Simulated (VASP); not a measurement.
Write the native input for VASP 6.6.1 that does the following.

| Quantity | Value |
| --- | --- |
| Task | single point |
| Functional | PBEsol |
| Potentials or basis | VASP PAW PBE potentials, release 64 (Be) |
| Cutoff | 520 eV |
| k mesh | 6 × 6 × 4 |
| Occupations | gaussian, width 0.1 eV |
| Spin | no spin polarisation |
| Dipole correction | no |
| Further INCAR settings | LREAL = Auto; ALGO = Normal; EDIFF = 1e-06; NBANDS = 40 |

The structure of Be (a cell with a defect) lies in POSCAR:

```
Be
1.0
   -4.9856521339      2.4928260670     -2.4928260670
   -2.4928260670     -2.4928260670     -4.9856521339
   -4.9856521339     -2.4928260670      2.4928260670
Be
23
Direct
    0.8240285101      0.6666666488      0.5178202230
    0.4319696686      0.6666666488      0.7430924582
    0.5510974144      0.6666666488      0.3600014505
    0.6680824114      0.6666666488     -0.0284334920
    0.0426873946      0.6666666488      0.9059794744
    0.1675827911      0.6666666488      0.5155822009
    0.2729986897      0.6666666488      0.1339753521
    0.7106759366      0.3205325917      0.8692136723
    0.8319049455      0.3271890262      0.4975040242
    0.9529189373      0.3653703236      0.1297465171
    0.4603878834      0.3252740644      0.6331894836
    0.5879774443      0.3239648408      0.2473708488
    0.0624853396      0.3609916252      0.7469007865
    0.1995816475      0.3443037381      0.3730533038
    0.3447828797      0.3204134499      0.0071375818
    0.7568102892     -0.0276583009      0.7469007865
    0.8772187100     -0.0109704137      0.3730533038
    0.3645418796      0.0128007326      0.8692136723
    0.4924273229      0.0061442982      0.4975040242
    0.6516226121     -0.0320369992      0.1297465171
    0.1189952991      0.0080592600      0.6331894836
    0.2452754693      0.0093686173      0.2473709491
   -0.0014703192      0.0129198745      0.0071375818
```

One way to write it, as run:

INCAR

```
  PREC = Accurate
  ENCUT = 520
  EDIFF = 1E-6
  ISMEAR = 0
  SIGMA = 0.1
  LREAL = Auto
  LASPH = T
  NELM = 60
  ALGO = Normal
  ISIF = 2
  LWAVE = F
  LCHARG = F
  GGA = PS
  NBANDS = 40
```

KPOINTS

```
Automatic mesh
0
Gamma
  6 6 4
```

Potentials or basis: VASP PAW PBE potentials, release 64 (Be).

Launch:

```console
$ cat potpaw_PBE.64/Be/POTCAR > POTCAR
$ mpirun -np 1 vasp_std > vasp.out
```

Results of the run:

| Quantity | Value |
| --- | --- |
| Pressure | -1.8 GPa |
| Largest force | 0.673 eV/Å |
| Band gap on the k mesh | zero (bands 23 and 24 overlap by 2.18 eV) |

Caveat: the PAW data sets were made with another functional, which shifts forces and pressure a little.

Run time: 19 min on 1 thread of AMD EPYC 7571, on a shared host, peak memory 0.4 GiB.
